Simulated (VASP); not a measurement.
Write the native input for VASP 6.6.1 that does the following.

```yaml
Task: single point
Functional: PBE
Potentials_or_basis: VASP PAW PBE potentials, release 64 (S)
Cutoff: 520 eV
k_mesh: 8 × 8 × 12
Occupations: gaussian, width 0.1 eV
Spin: no spin polarisation
Dipole_correction: no
Further_INCAR_settings: ALGO = Normal; EDIFF = 1e-06; NBANDS = 20
```

The structure of S lies in POSCAR:

```
S
1.0
    5.6780537900      0.0000000000      0.0000000000
    0.0000000000      5.6780537900      0.0000000000
    0.0000000000      0.0000000000      2.9496155800
S
4
Direct
    0.8833913800      0.8833913800      0.5000000000
    0.1166086200      0.1166086200      0.5305124507
    0.3833913800      0.6166086200      0.0000000000
    0.6166086200      0.3833913800      0.0000000000
```

This cell differs from its parent crystal: one atom moved.

One way to write it, as run:

INCAR

```
ALGO     = Normal         # electronic algorithm
EDIFF    = 1E-6           # SCF threshold, eV
ENCUT    = 520            # plane-wave cutoff, eV
GGA      = PE             # functional
ISIF     = 2              # what is computed and relaxed
ISMEAR   = 0              # smearing method
LASPH    = True           # aspherical terms in the spheres
LCHARG   = False          # write CHGCAR
LREAL    = False          # projectors in reciprocal space
LWAVE    = False          # write WAVECAR
NBANDS   = 20             # bands
NELM     = 100            # most SCF steps
PREC     = Accurate       # precision mode
SIGMA    = 0.1            # smearing width, eV
```

KPOINTS

```
k-points
0
Gamma
  8 8 12
```

Potentials or basis: VASP PAW PBE potentials, release 64 (S).

The run is started by

```console
$ cat potpaw_PBE.64/S/POTCAR > POTCAR
$ mpirun -np 1 vasp_std > vasp.out
```

Results of the run:

```json
{"Pressure": "2.1 GPa", "Largest force": "0.585 eV/Å", "Band gap on the k mesh": "zero (band 12 reaches 4.03 eV, above the bottom of band 13 at 2.06 eV)"}
```

Caveat: the cell differs from its parent crystal (one atom moved).

Wall time 2.3 min on 1 thread of Intel(R) Xeon(R) 6975P-C (Granite Rapids), with other jobs on the host, peak memory 0.39 GiB.
